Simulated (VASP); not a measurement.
Wanted: the native input for a VASP 6.6.1 run.

| Item | Value |
| --- | --- |
| Task | single point |
| Functional | PBE |
| Potentials or basis | VASP PAW PBE potentials, release 64 (C) |
| Cutoff | 520 eV |
| k mesh | 12 × 12 × 4 |
| Occupations | gaussian, width 0.05 eV |
| Spin | no spin polarisation |
| Dipole correction | no |
| Further INCAR settings | ALGO = Normal; EDIFF = 1e-06; NBANDS = 26 |

The structure of C lies in POSCAR:

```
C
1.0
    2.4550680292      0.0000000000      0.0000000000
   -1.2275340146      2.1261512813      0.0000000000
    0.0000000000      0.0000000000      8.3045881819
C
8
Direct
    0.0000000000      0.0000000000      0.0929681641
    0.0000000000      0.0000000000      0.5929681641
    0.0000000000      0.0000000000      0.4070318359
    0.0000000000      0.0000000000      0.9070318359
    0.3333333333      0.6666666667      0.1555285626
    0.6666666667      0.3333333333      0.6555285626
    0.3333333333      0.6666666667      0.3444714374
    0.6666666667      0.3333333333      0.8444714374
```

This cell differs from its parent crystal: strain -0.025 along x and y, +0.000 along z.

These files were run (other wordings do the same):

INCAR

```
SYSTEM = C
PREC     = Accurate       ! precision mode
ENCUT    = 520            ! plane-wave cutoff, eV
EDIFF    = 1E-6           ! SCF threshold, eV
ISMEAR   = 0              ! smearing method
SIGMA    = 0.05           ! smearing width, eV
LREAL    = .FALSE.        ! projectors in reciprocal space
LASPH    = .TRUE.         ! aspherical terms in the spheres
NELM     = 100            ! most SCF steps
ALGO     = Normal         ! electronic algorithm
ISIF     = 2              ! what is computed and relaxed
LWAVE    = .FALSE.        ! write WAVECAR
LCHARG   = .TRUE.         ! write CHGCAR
GGA      = PE             ! functional
LELF     = .TRUE.         ! ELF
LVHAR    = .TRUE.       
NBANDS   = 26             ! bands
```

KPOINTS

```
regular mesh
0
G
  12 12 4
  0 0 0
```

Potentials or basis: VASP PAW PBE potentials, release 64 (C).

Command:

```console
$ cat potpaw_PBE.64/C/POTCAR > POTCAR
$ mpirun -np 1 vasp_std > vasp.out
```

Results of the run:

```json
{"Pressure": "25.3 GPa", "Largest force": "0.162 eV/Å", "Band gap on the k mesh": "4.87 eV, indirect (least direct gap 4.94 eV)"}
```

Caveat: the cell differs from its parent crystal (strain -0.025 along x and y, +0.000 along z).

Run time: 44 s on 1 thread of AMD EPYC 9R45 (Zen 5), on a shared host, peak memory 0.14 GiB.
